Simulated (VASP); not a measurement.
Wanted: the native input for a VASP 6.6.1 run.

| Quantity | Value |
| --- | --- |
| Task | relaxation of cell and atoms |
| Functional | PBE |
| Potentials or basis | VASP PAW PBE potentials, release 64 (Sb, S) |
| Cutoff | 600 eV |
| k mesh | 8 × 8 × 8 |
| Occupations | gaussian, width 0.1 eV |
| Spin | no spin polarisation |
| Dipole correction | no |
| Further INCAR settings | ALGO = Normal; EDIFF = 1e-06; IBRION = 2; EDIFFG = -0.01; NSW = 100; ISIF = 3 |

The structure of Sb3S2 lies in POSCAR:

```
Sb3S2
1.0
    5.2257607628      0.0000000000      0.0000000000
    0.0000000000      5.2257607628      0.0000000000
    0.0000000000      0.0000000000      5.2257607628
Sb S
3 2
Direct
    0.5000000000      0.0000000000      0.0000000000
    0.0000000000      0.5000000000      0.0000000000
    0.0000000000      0.0000000000      0.5000000000
    0.5000000000      0.5000000000      0.5000000000
    0.0000000000      0.0000000000      0.0000000000
```

The cell was built from a structure type or drawn by symmetry, and may not be a known phase.

One way to write it, as run:

INCAR

```
PREC = Accurate
ENCUT = 600
EDIFF = 1E-6
ISMEAR = 0
SIGMA = 0.1
LREAL = False
LASPH = True
NELM = 100
ALGO = Normal
ISIF = 3
LWAVE = False
LCHARG = False
GGA = PE
IBRION = 2
NSW = 100
EDIFFG = -0.01
```

KPOINTS

```
Automatic mesh
0
Gamma
  8 8 8
```

Potentials or basis: VASP PAW PBE potentials, release 64 (Sb, S).

Command:

```console
$ cat potpaw_PBE.64/Sb/POTCAR potpaw_PBE.64/S/POTCAR > POTCAR
$ mpirun -np 1 vasp_std > vasp.out
```

It gave:

```
Relaxed volume                        : 28.10 Å³/atom
Relaxed cell                          : a = 5.199 Å, b = 5.199 Å, c = 5.199 Å, α = 90.00°, β = 90.00°, γ = 90.00°
Space group after relaxing (to 0.1 Å) : Pm-3m (No. 221)
Energy gained by relaxing             : 1.0 meV/atom
Ionic steps                           : 3
Pressure after relaxing               : 0.0 GPa
Band gap on the k mesh                : zero (an odd number of electrons rules out a gap without spin polarisation)
```

Caveat: spin-orbit coupling is left out, which moves the levels of the heavy elements.

It took 2.2 min on 1 thread of Intel(R) Xeon(R) 6975P-C (Granite Rapids), with other jobs on the host, peak memory 0.32 GiB.
